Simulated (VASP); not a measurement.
Write the native input for VASP 6.6.1 that does the following.

```
Task                   : single point
Functional             : PBE
Dispersion             : D3(BJ)
Potentials or basis    : VASP PAW PBE potentials, release 64 (W_sv, S)
Cutoff                 : 520 eV
k mesh                 : 12 × 12 × 12
Occupations            : gaussian, width 0.05 eV
Spin                   : no spin polarisation
Dipole correction      : no
Further INCAR settings : ALGO = Normal; EDIFF = 1e-07; NBANDS = 20
```

The structure of WS2 lies in POSCAR:

```
WS2
1.0
    1.5944000000      0.9205272692      6.6193666667
   -1.5944000000      0.9205272692      6.6193666667
    0.0000000000     -1.8410545384      6.6193666667
W S
1 2
Direct
    0.9993440419      0.9993440419      0.9993440419
    0.7527816504      0.7527816504      0.7527816504
    0.5791743077      0.5791743077      0.5791743077
```

One way to write it, as run:

INCAR

```
SYSTEM = WS2
PREC = Accurate
ENCUT = 520
EDIFF = 1E-7
ISMEAR = 0
SIGMA = 0.05
LREAL = .False.
LASPH = .True.
NELM = 60
ALGO = Normal
ISIF = 2
LWAVE = .False.
LCHARG = .False.
GGA = PE
IVDW = 12
NBANDS = 20
```

KPOINTS

```
Automatic mesh
0
Gamma
  12 12 12
  0 0 0
```

Potentials or basis: VASP PAW PBE potentials, release 64 (W_sv, S).

Command:

```bash
$ cat potpaw_PBE.64/W_sv/POTCAR potpaw_PBE.64/S/POTCAR > POTCAR
$ mpirun -np 1 vasp_std > vasp.out
```

It gave:

```
Pressure                   : -15.3 GPa
Largest force              : 2.493 eV/Å
Band gap on the k mesh     : 1.14 eV (least direct gap 1.95 eV)
Dispersion energy per atom : -0.388 eV
```

Caveat: the stress differs along the axes, from -25 to -10 GPa; spin-orbit coupling is left out, which moves the levels of the heavy elements; forces of over 1 eV/Å act on the atoms, so gaps and moduli don't describe the material at rest.

Wall time 12 min on 1 thread of AMD EPYC 9R45 96-Core Processor (Zen 5), on a shared host, peak memory 0.45 GiB.
